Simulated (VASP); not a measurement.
# TePb: single point with PBE+D3(BJ)

Crystal: TePb.

```
CELL_PARAMETERS angstrom
0.00000 3.25240 3.25240
3.25240 0.00000 3.25240
3.25240 3.25240 0.00000
ATOMIC_POSITIONS crystal
Pb 0.00000 0.00000 0.00000
Te 0.50000 0.50000 0.50000
```

```json
{
 "Program": "VASP 6.6.1",
 "Task": "single point",
 "Functional": "PBE",
 "Dispersion": "D3(BJ)",
 "Potentials or basis": "VASP PAW PBE potentials, release 64 (Pb_d, Te)",
 "Cutoff": "520 eV",
 "k mesh": "7 × 7 × 7",
 "Occupations": "fermi-dirac, width 0.05 eV",
 "Spin": "no spin polarisation"
}
```

The pressure is -0.7 GPa. The dispersion energy per atom is -0.394 eV.

Levels at points of the mesh, in eV from the Fermi level:
```csv
k point,band 8,band 9,band 10,band 11,band 12,band 13
"(0.00, 0.00, 0.00)",-1.70,-1.70,-1.70,3.63,3.63,3.63
```

Wall time 34 s on 1 thread of AMD EPYC 7R43 64-Core Processor (Zen 3), on a shared host, peak memory 0.18 GiB.

Caveat: this odd mesh misses L, where the gap lies, so gap, dielectric constants and Born charges aren't listed; spin-orbit coupling is left out, which moves the levels of the heavy elements.
